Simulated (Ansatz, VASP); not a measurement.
**PbS in VASP and in Ansatz**

```xyz
2
Lattice="2.2106 1.2763 3.3128 -2.2106 1.2763 3.3128 0.0000 -2.5525 3.3128" Properties=species:S:1:pos:R:3 pbc="T T T"
Pb    0.0000    0.0000    9.7214
S     0.0000    0.0000    4.7451
```

Alike in both runs: task single point; functional r2SCAN; k mesh 9 × 9 × 9; occupations gaussian, width 0.05 eV; no spin polarisation.

```csv
,VASP,Ansatz
version,VASP 6.6.1,Ansatz 0.2.0
potentials or method,"VASP PAW PBE potentials, release 64 (Pb_d, S), cutoff 520 eV","scalar-relativistic, plane waves, PAW"
valence electrons in the cell,20,20
```

```tsv
	VASP	Ansatz	Ansatz less VASP
pressure (GPa)	-2.8	-2.8	+0.03
traceless stress, the component that is largest in VASP (GPa)	2.12	2.12	+0.001
```

VASP's potentials were made for PBE, not for r2SCAN.

Spin-orbit coupling is off throughout.
